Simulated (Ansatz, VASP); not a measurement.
**Ga in VASP and in Ansatz**

```xyz
1
Lattice="-1.4823 1.4823 1.4823 1.4823 -1.4823 1.4823 1.4823 1.4823 -1.4823" Properties=species:S:1:pos:R:3 pbc="T T T"
Ga    0.0000    0.0000    0.0000
```

Alike in both runs: task relaxation of cell and atoms; functional PBE; k mesh 17 × 17 × 17; occupations fermi-dirac, width 0.03 eV; no spin polarisation.

|  | VASP | Ansatz |
| --- | --- | --- |
| version | VASP 6.6.1 | Ansatz 0.2.0 |
| potentials or method | VASP PAW PBE potentials, release 64 (Ga_d) | PAW with Ansatz's default frozen-core files, scalar-relativistic |
| plane-wave cutoff (eV) | 600 | 420 |
| valence electrons in the cell | 13 | 13 |

```tsv
	VASP	Ansatz	Ansatz less VASP
relaxed volume (Å³/atom)	19.21	19.24	+0.027
relaxed cell length with the largest relative difference (Å)	2.922	2.924	+0.0014
```

Noted on VASP's run: the volume moved by over 15 % at a fixed basis, so the end points are rough.
